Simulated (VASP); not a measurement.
# Os (P6_3/mmc) in VASP: further runs, part 2 of 2

VASP 6.6.1. The steps go on from the part before.

### Step 3. Relaxation of volume and atoms at fixed shape, r2SCAN

The input, POSCAR:

```
Os
1.0
    2.7341000000      0.0000000000      0.0000000000
   -1.3670500000      2.3678000565      0.0000000000
    0.0000000000      0.0000000000      4.3197000000
Os
2
Direct
    0.3333333333      0.6666666667      0.2500000000
    0.6666666667      0.3333333333      0.7500000000
```

The input, INCAR.step1:

```
  PREC = Accurate
  ENCUT = 600
  ISMEAR = -1
  SIGMA = 0.05
  LREAL = F
  LASPH = T
  NELM = 100
  GGA = PE
  ALGO = Normal
  EDIFF = 1E-4
  LWAVE = T
  LCHARG = F
```

The input, INCAR.step2:

```
  PREC = Accurate
  ENCUT = 600
  EDIFF = 1E-6
  ISMEAR = -1
  SIGMA = 0.05
  LREAL = F
  LASPH = T
  NELM = 100
  ALGO = Normal
  ISIF = 8
  LWAVE = F
  LCHARG = F
  METAGGA = R2SCAN
  LMIXTAU = T
  IBRION = 2
  NSW = 60
  EDIFFG = -0.03
  ISTART = 1
```

The input, KPOINTS:

```
Automatic mesh
0
Gamma
  9 9 5
```

Potentials or basis: VASP PAW PBE potentials, release 64 (Os).

Command:

```
$ cat potpaw_PBE.64/Os/POTCAR > POTCAR
$ cp INCAR.step1 INCAR
$ mpirun -np 1 vasp_std > vasp.out
$ cp INCAR.step2 INCAR
$ mpirun -np 1 vasp_std > vasp.out
```

OUTCAR:

```text
PREC = Accurate
   ENCUT = 600
   EDIFF = 1E-6
   ISMEAR = -1
   LREAL = F
   LASPH = T
   NELM = 100
   ISIF = 8
   METAGGA = R2SCAN
   IBRION = 2
   NSW = 60
   EDIFFG = -0.03
   ISTART = 1

 ion  position               nearest neighbor table
   1  0.333  0.667  0.250-   2 2.68   2 2.68   2 2.68   2 2.68   2 2.68   2 2.68
   2  0.667  0.333  0.750-   1 2.68   1 2.68   1 2.68   1 2.68   1 2.68   1 2.68

  LATTYP: Found a hexagonal cell.
 ALAT       =     2.7341000000
 C/A-ratio  =     1.5799348963

  Lattice vectors:

 A1 = (   2.7341000000,   0.0000000000,   0.0000000000)
 A2 = (  -1.3670500000,   2.3678000565,   0.0000000000)
 A3 = (   0.0000000000,   0.0000000000,   4.3197000000)

Analysis of symmetry for initial positions (statically):
=====================================================================
 Subroutine PRICEL returns:
 Original cell was already a primitive cell.

 Routine SETGRP: Setting up the symmetry group for a
 hexagonal supercell.

 Subroutine GETGRP returns: Found 24 space group operations
 (whereof 12 operations were pure point group operations)
 out of a pool of 24 trial point group operations.

The static configuration has the point symmetry D_3d.
 The point group associated with its full space group is D_6h.

Analysis of symmetry for dynamics (positions and initial velocities):
=====================================================================
 Subroutine PRICEL returns:
 Original cell was already a primitive cell.

 Routine SETGRP: Setting up the symmetry group for a
 hexagonal supercell.

 Subroutine GETGRP returns: Found 24 space group operations
 (whereof 12 operations were pure point group operations)
 out of a pool of 24 trial point group operations.

The dynamic configuration has the point symmetry D_3d.
 The point group associated with its full space group is D_6h.

 Subroutine INISYM returns: Found 24 space group operations
 (whereof 12 operations are pure point group operations),
 and found     1 'primitive' translations

----------------------------------------------------------------------------------------

                                     Primitive cell

  volume of cell :      27.9649

  direct lattice vectors                    reciprocal lattice vectors
     2.734100000  0.000000000  0.000000000     0.365751070  0.211166479  0.000000000
    -1.367050000  2.367800057  0.000000000     0.000000000  0.422332957  0.000000000
     0.000000000  0.000000000  4.319700000     0.000000000  0.000000000  0.231497558

  length of vectors
     2.734100000  2.734100000  4.319700000     0.422332957  0.422332957  0.231497558

  position of ions in fractional coordinates (direct lattice)
     0.333333333  0.666666667  0.250000000
     0.666666667  0.333333333  0.750000000

  ion indices of the primitive-cell ions
   primitive index   ion index
                 1           1
                 2           2

----------------------------------------------------------------------------------------

 KPOINTS: Automatic mesh

[... 50 lines left out ...]
   number of dos      NEDOS =    301   number of ions     NIONS =      2
   total plane-waves  NPLWV =  20736
   dimension x,y,z NGX =    24 NGY =   24 NGZ =   36
   dimension x,y,z NGXF=    48 NGYF=   48 NGZF=   72
   ions per type =               2
   NGX,Y,Z   is equivalent  to a cutoff of  14.59, 14.59, 13.85 a.u.
   NGXF,Y,Z  is equivalent  to a cutoff of  29.19, 29.19, 27.71 a.u.
 SYSTEM =  unknown system
   PREC   = accura    normal or accurate (medium, high low for compatibility)
   ISTART =      1    job   : 0-new  1-cont  2-samecut
   ICHARG =      0    charge: 1-file 2-atom 10-const
   ISPIN  =      1    spin polarized calculation?
   LNONCOLLINEAR =      F non collinear calculations
   LSORBIT =      F    spin-orbit coupling
   LASPH  =      T    aspherical Exc in radial PAW
   ENCUT  =  600.0 eV  44.10 Ry    6.64 a.u.   5.46  5.46  8.63*2*pi/ulx,y,z
   NELM   =    100;   NELMIN=  2; NELMDL=  0     # of ELM steps
   EDIFF  = 0.1E-05   stopping-criterion for ELM
   LREAL  =      F    real-space projection
   EDIFFG = -.3E-01   stopping-criterion for IOM
   NSW    =     60    number of steps for IOM
   IBRION =      2    ionic relax: 0-MD 1-quasi-New 2-CG
   NFREE  =      1    steps in history (QN), initial steepest desc. (CG)
   ISIF   =      8    stress and relaxation
   ISYM   =      2    0-nonsym 1-usesym 2-fastsym
   POTIM  = 0.5000    time-step for ionic-motion
   TEBEG  =    0.0;   TEEND  =   0.0 temperature during run
   PSTRESS=    0.0 pullay stress
   NELECT =      16.0000    total number of electrons
   NUPDOWN=      -1.0000    fix difference up-down
   EMIN   =  10.00;   EMAX   =-10.00  energy-range for DOS
   EFERMI =   0.00;   METHOD = LEGACY
   ISMEAR =    -1;   SIGMA  =   0.05  broadening in eV -4-tet -1-fermi 0-gaus
   EFERMI_NEDOS =   21; number of points for ismear=-14 and -15
   IALGO  =     38    algorithm
   IMIX   =      4    mixing-type and parameters
     AMIX     =   0.40;   BMIX     =  1.00
     AMIX_MAG =   1.60;   BMIX_MAG =  1.00
  volume/ion in A,a.u.               =      13.98        94.36
  Fermi-wavevector in a.u.,A,eV,Ry     =   1.359076  2.568282 25.131161  1.847088
  Thomas-Fermi vector in A             =   2.485855
   LORBIT       =      0    0 simple, 1 ext, 2 COOP (PROOUT), +10 PAW based schemes
   METAGGA = R2SCAN    functional components
   LHFCALC =     F    Hartree Fock is set to
   AEXX    =    0.0000 exact exchange contribution
   IVDW    =     0    specifies the selected vdW correction
   LEPSILON=     F    determine dielectric tensor
   LRPA    =     F    only Hartree local field effects (RPA)
 conjugate gradient relaxation of ions
 non-spin polarized calculation
  energy-cutoff  :      600.00
  volume of cell :       27.96
 maximum number of plane-waves:       965
 NGX is ok and might be reduce to    24
   NGX = 11   NGY = 11   NGZ = 17

--------------------------------------- Ionic step        1  -------------------------------------------

 number of electron      16.0000001 magnetization

 Free energy of the ion-electron system (eV)
  ---------------------------------------------------
  ext. energy  EPLUGINS =         0.00000000
  ---------------------------------------------------
  free energy    TOTEN  =      -106.03710709 eV

  energy without entropy =     -106.02756988  energy(sigma->0) =     -106.03233848

------------------------ aborting loop because EDIFF is reached ----------------------------------------

  FORCE on cell =-STRESS in cart. coord.  units (eV):
  Direction    XX          YY          ZZ          XY          YZ          ZX
  --------------------------------------------------------------------------------------
  -------------------------------------------------------------------------------------
  Total        0.2877413      0.2877413      0.3747587      0.0000000     -0.0000000      0.0000000
  in kB       16.4854131     16.4854131     21.4708528      0.0000000     -0.0000000      0.0000000
  external PRESSURE =      18.1472263 kB  Pullay stress =       0.0000000 kB
[... 59 lines left out ...]
--------------------------------------- Ionic step        3  -------------------------------------------

 number of electron      16.0000001 magnetization

 Free energy of the ion-electron system (eV)
  ---------------------------------------------------
  ext. energy  EPLUGINS =         0.00000000
  ---------------------------------------------------
  free energy    TOTEN  =      -106.03773486 eV

  energy without entropy =     -106.02816236  energy(sigma->0) =     -106.03294861

 E-fermi :   9.3950     XC(G=0): -15.3662

 val. band max:        9.2191827239   @ k =   0.0000   0.0000   0.0000
 cond. band min:       9.4025808704   @ k =   0.1111   0.1111   0.4000
 fundamental gap:      0.1833981464
 Fermi energy:         9.3950063499

 k-point     1 :       0.0000    0.0000    0.0000
  band No.  band energies     occupation
      1      -2.1933      2.00000
      2       1.1043      2.00000
      3       6.0471      2.00000
      4       6.0471      2.00000
      5       6.3213      2.00000
      6       6.9092      2.00000
      7       6.9092      2.00000
      8       7.5810      2.00000
      9       7.5810      2.00000
     10       9.2192      1.94231
     11      10.9533      0.00000
     12      10.9533      0.00000
[... 331 lines left out ...]
 k-point    24 :       0.3333    0.3333    0.2000
  band No.  band energies     occupation
      1       2.7907      2.00000
      2       3.4223      2.00000
      3       3.4223      2.00000
      4       4.4250      2.00000
      5       5.5965      2.00000
      6       5.5965      2.00000
      7       7.6797      2.00000
      8      10.0758      0.00000
      9      10.8701      0.00000
     10      10.8701      0.00000
     11      15.4862      0.00000
     12      15.4862      0.00000

 [... further k-points ...]
[... 5 lines left out ...]
  --------------------------------------------------------------------------------------
  -------------------------------------------------------------------------------------
  Total       -0.0196414     -0.0196414      0.0448973      0.0000000     -0.0000000      0.0000000
  in kB       -1.1207132     -1.1207132      2.5617859      0.0000000     -0.0000000      0.0000000
  external PRESSURE =       0.1067865 kB  Pullay stress =       0.0000000 kB
[... 17 lines left out ...]
  FREE ENERGIE OF THE ION-ELECTRON SYSTEM (eV)
  ---------------------------------------------------
  free  energy   TOTEN  =      -106.0377348562 eV

  energy  without entropy=     -106.0281623593  energy(sigma->0) =     -106.03294861

 reached required accuracy - stopping structural energy minimisation
```

OUTCAR.step1:

```text
PREC = Accurate
   ENCUT = 600
   ISMEAR = -1
   LREAL = F
   LASPH = T
   NELM = 100
[... 582 lines left out ...]
 -----------------------------------------------------------------------------------
     -0.00000      1.57853      1.07993         0.000000     -0.000000      0.000000
      1.36705      0.78927      3.23977        -0.000000      0.000000      0.000000
 -----------------------------------------------------------------------------------
    total drift:                               -0.000000      0.000000     -0.000000

  FREE ENERGIE OF THE ION-ELECTRON SYSTEM (eV)
  ---------------------------------------------------
  free  energy   TOTEN  =       -22.5139456833 eV

  energy  without entropy=      -22.5041225968  energy(sigma->0) =      -22.50903414
```

OSZICAR.step1:

```text
N       E                     dE             d eps       ncg     rms          rms(c)
DAV:   1     0.120031158095E+03    0.12003E+03   -0.84057E+03   864   0.144E+03
DAV:   2    -0.154303207806E+02   -0.13546E+03   -0.12307E+03   908   0.422E+02
DAV:   3    -0.237170933574E+02   -0.82868E+01   -0.76567E+01  1132   0.870E+01
DAV:   4    -0.239247488152E+02   -0.20766E+00   -0.20604E+00   896   0.147E+01
DAV:   5    -0.239271747570E+02   -0.24259E-02   -0.24254E-02  1028   0.131E+00    0.232E+01
DAV:   6    -0.228500123090E+02    0.10772E+01   -0.11417E+00   952   0.100E+01    0.107E+01
DAV:   7    -0.225218404930E+02    0.32817E+00   -0.84521E-01  1004   0.853E+00    0.459E-01
DAV:   8    -0.225175188233E+02    0.43217E-02   -0.71341E-03   880   0.703E-01    0.367E-01
DAV:   9    -0.225139291467E+02    0.35897E-02   -0.26775E-03   888   0.613E-01    0.786E-02
DAV:  10    -0.225139456833E+02   -0.16537E-04   -0.13362E-04   484   0.135E-01
   1 F= -.22513946E+02 E0= -.22509034E+02  d E =-.982309E-02
```

Wall time 5 min (1 thread of AMD EPYC 7R13, shared host); peak memory 0.14 GiB.

Results:

```yaml
Free_energy: -106.0377 eV
Relaxed_volume: 14.04 Å³/atom
Relaxed_cell: a = 2.738 Å, b = 2.738 Å, c = 4.326 Å, α = 90.00°, β = 90.00°, γ = 120.00°
Space_group_after_relaxing_to_0.05_Å: P6_3/mmc (No. 194)
Energy_gained_by_relaxing: 0.3 meV/atom
Ionic_steps: 3
Pressure_after_relaxing: 0.0 GPa
Band_gap_on_the_k_mesh: zero (band 8 reaches 11.30 eV, above the bottom of band 9 at 7.33 eV)
```

Stress tensor (GPa, compression positive):
```
-0.11  0.00  0.00
 0.00 -0.11  0.00
 0.00  0.00  0.26
```

The path:
```
step  energy change (eV)  largest force (eV/Å)  pressure (GPa)  volume (Å³)
   1              0.0000                0.0000            1.81        27.96
   2              0.0127                0.0000           -7.81        28.61
   3             -0.0006                0.0000            0.01        28.08
```

Final structure:
```yaml
crystal:
  lattice:
    - [2.73783, 0.00000, 0.00000]
    - [-1.36891, 2.37103, 0.00000]
    - [0.00000, 0.00000, 4.32559]
  atoms:
    - { symbol: Os, position: [0.33333, 0.66667, 0.25000] }
    - { symbol: Os, position: [0.66667, 0.33333, 0.75000] }
```

Caveat: the PAW data sets were made with another functional, which shifts forces and pressure a little; spin-orbit coupling is left out, which moves the levels of the heavy elements.
